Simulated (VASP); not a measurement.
Er3RuC:

```xyz
5
Lattice="4.6721 0.0000 0.0000 0.0000 4.6721 0.0000 0.0000 0.0000 4.7478" Properties=species:S:1:pos:R:3 pbc="T T T"
Er    0.0000    2.3360    2.3739
Er    2.3360    0.0000    2.3739
Er    2.3360    2.3360    0.0000
Ru    0.0000    0.0000    2.3739
C     2.3360    2.3360    2.3739
```

The cell was generated, and may not be a known phase.

```yaml
Program: VASP 6.6.1
Task: relaxation of cell and atoms
Functional: PBE
Potentials_or_basis: VASP PAW PBE potentials, release 64 (Er_3, Ru_pv, C), 4f in core
Cutoff: 600 eV
k_mesh: 4 × 4 × 4
Occupations: gaussian, width 0.1 eV
Spin: no spin polarisation
```

At the start: pressure 24.2 GPa; volume 20.73 Å³/atom.

Where does the relaxation end?

Over 8 steps the energy falls by 373.6 meV/atom and the volume is 25.16 Å³/atom (+21.4 %); space group P4/mmm (No. 123, to 0.1 Å) before and after.

The path:
```
step  energy change (eV)  largest force (eV/Å)  pressure (GPa)  volume (Å³)
   1              0.0000                0.0000           24.20       103.64
   2             -0.5917                0.0000          -10.23       156.84
   3             -1.8402                0.0000           -1.02       128.22
   4             -1.8409                0.0000           -0.73       127.69
   5             -1.8654                0.0000           -0.08       126.02
   6             -1.8678                0.0000            0.20       125.33
   7             -1.8678                0.0000            0.22       125.28
   8             -1.8681                0.0000           -0.11       125.82
```

Final structure:
```
Er Ru C
1.0
     5.17084    0.00000    0.00000
     0.00000    5.17084    0.00000
     0.00000    0.00000    4.70581
Er Ru C
3 1 1
Direct
  0.00000 0.50000 0.50000
  0.50000 0.00000 0.50000
  0.50000 0.50000 0.00000
  0.00000 0.00000 0.50000
  0.50000 0.50000 0.50000
```

Caveat: the volume moved by over 15 % at a fixed basis, so the end points are rough.
